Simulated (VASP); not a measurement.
SrCl2: single point with PBE

The system is SrCl2.

```
CELL_PARAMETERS angstrom
2.45672 1.41839 4.01532
-2.45672 1.41839 4.01532
0.00000 -2.83678 4.01532
ATOMIC_POSITIONS crystal
Sr 0.00000 0.00000 0.00000
Cl 0.24995 0.24995 0.24995
Cl 0.75005 0.75005 0.75005
```

```
Program                : VASP 6.6.1
Task                   : single point
Functional             : PBE
Potentials or basis    : VASP PAW PBE potentials, release 64 (Sr_sv, Cl)
Cutoff                 : 520 eV
k mesh                 : 4 × 4 × 4
Occupations            : gaussian, width 0.01 eV
Spin                   : no spin polarisation
Dipole correction      : no
Further INCAR settings : ALGO = Normal; EDIFF = 1e-06; NBANDS = 19
```

| Property | Result |
| --- | --- |
| Pressure | 1.5 GPa |
| Band gap on the k mesh | 5.38 eV, indirect (least direct gap 5.50 eV) |

Levels at points of the mesh, in eV from the valence-band top:
| k point | band 10 | band 11 | band 12 | band 13 | band 14 | band 15 |
| --- | --- | --- | --- | --- | --- | --- |
| (0.00, 0.00, 0.00) | -0.34 | -0.34 | -0.34 | 5.38 | 6.09 | 6.09 |
| (0.50, 0.00, 0.00) | -1.34 | -1.06 | -1.06 | 6.72 | 6.72 | 7.55 |
| (0.50, 0.50, 0.00) | -0.41 | -0.41 | 0.00 | 5.50 | 7.07 | 7.63 |
| (0.50, 0.50, 0.50) | -1.34 | -1.06 | -1.06 | 6.72 | 6.72 | 7.54 |

Wall time 16 s on 1 thread of Intel Xeon 6975P-C (shared host), peak memory 0.24 GiB.

A k mesh can miss the band edges.
